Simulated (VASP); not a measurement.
A run of VASP 6.6.1:

INCAR

```
SYSTEM = BaF2
PREC     = Accurate       ! precision mode
ENCUT    = 600            ! plane-wave cutoff, eV
EDIFF    = 1E-7           ! SCF threshold, eV
ISMEAR   = -1             ! smearing method
SIGMA    = 0.05           ! smearing width, eV
LREAL    = .FALSE.        ! projectors in reciprocal space
LASPH    = .TRUE.         ! aspherical terms in the spheres
NELM     = 120            ! most SCF steps
ALGO     = Normal         ! electronic algorithm
ISIF     = 3              ! what is computed and relaxed
LWAVE    = .FALSE.        ! write WAVECAR
LCHARG   = .FALSE.        ! write CHGCAR
GGA      = PE             ! functional
IBRION   = 2              ! ionic algorithm
NSW      = 100            ! ionic steps
EDIFFG   = -0.005         ! ionic threshold
GGA_COMPAT= .FALSE.      
NELMIN   = 4
```

File KPOINTS:

```
regular mesh
0
G
  11 11 11
  0 0 0
```

Contents of POSCAR:

```
BaF2
1.0
    0.0000000000      2.9746597290      2.9746597290
    2.9746597290      0.0000000000      2.9746597290
    2.9746597290      2.9746597290      0.0000000000
Ba F
1 2
Direct
    0.0000000000      0.0000000000      0.0000000000
    0.2500000000      0.2500000000      0.2500000000
    0.7500000000      0.7500000000      0.7500000000
```

Potentials or basis: VASP PAW PBE potentials, release 64 (Ba_sv, F).

Command:

```console
$ cat potpaw_PBE.64/Ba_sv/POTCAR potpaw_PBE.64/F/POTCAR > POTCAR
$ mpirun -np 1 vasp_std > vasp.out
```

Hardware: 1 thread of Intel Xeon 8259CL, on a shared host.

Q: How long does it take, and how much memory?

A: Run time: 7.1 min on 1 thread of Intel Xeon 8259CL, with other jobs on the host, peak memory 0.25 GiB. Counts: scf iterations 53, k points 56, ion steps 5.
